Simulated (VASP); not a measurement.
MgS (Niningerite):

```xyz
2
Lattice="0.0000 2.6149 2.6149 2.6149 0.0000 2.6149 2.6149 2.6149 0.0000" Properties=species:S:1:pos:R:3 pbc="T T T"
Mg    0.0000    0.0000    0.0000
S     2.6149    2.6149    2.6149
```

| Quantity | Value |
| --- | --- |
| Program | VASP 6.6.1 |
| Task | relaxation of cell and atoms |
| Functional | PBE |
| Dispersion | D3(BJ) |
| Potentials or basis | VASP PAW PBE potentials, release 64 (Mg, S) |
| Cutoff | 600 eV |
| k mesh | 8 × 8 × 8 |
| Occupations | gaussian, width 0.02 eV |
| Spin | no spin polarisation |

At the start: pressure -3.5 GPa; volume 17.88 Å³/atom.

Q: How do energy, volume and symmetry change on relaxing?

A: Over 3 steps the energy falls by 9.2 meV/atom and the volume is 17.06 Å³/atom (-4.6 %); space group Fm-3m (No. 225, to 0.05 Å).

Step by step:
| step | energy change (eV) | largest force (eV/Å) | pressure (GPa) | volume (Å³) |
| --- | --- | --- | --- | --- |
| 1 | 0.0000 | 0.0000 | -3.46 | 35.76 |
| 2 | -0.0175 | 0.0000 | 0.83 | 33.79 |
| 3 | -0.0183 | 0.0000 | 0.01 | 34.13 |

Final structure:
```yaml
crystal:
  lattice:
    - [0.00000, 2.57454, 2.57454]
    - [2.57454, 0.00000, 2.57454]
    - [2.57454, 2.57454, 0.00000]
  atoms:
    - { symbol: Mg, position: [0.00000, 0.00000, 0.00000] }
    - { symbol: S, position: [0.50000, 0.50000, 0.50000] }
```
